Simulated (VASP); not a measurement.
Crystal: KRbBr2.

```
K Rb Br
1.0
     2.50971    1.44898    7.82180
    -2.50971    1.44898    7.82180
     0.00000   -2.89796    7.82180
K Rb Br
1 1 2
Cartesian
  2.5097 1.4490 7.8218
  0.0000 0.0000 11.7327
  0.0000 0.0000 5.9561
  0.0000 0.0000 17.5093
```

This cell differs from its parent crystal: biaxial xy strain +5.0%.

Base run:

- Program: VASP 6.6.1
- Functional: r2SCAN
- Potentials or basis: VASP PAW PBE potentials, release 64 (K_sv, Rb_sv, Br)
- Cutoff: 520 eV
- k mesh: 6 × 6 × 6
- Occupations: gaussian, width 0.01 eV
- Spin: no spin polarisation

Its results: band gap on the k mesh 4.65 eV; pressure -1.1 GPa.

The run is repeated on the same cell with these changes: functional from r2SCAN to PBE; occupations from gaussian, width 0.01 eV to fermi-dirac, width 0.02 eV. What comes out?

Band gap on the k mesh 4.04 eV; pressure -0.6 GPa.

Caveats: the PAW data sets were made with another functional, which shifts forces and pressure a little (at least some runs).

A k mesh can miss the band edges.
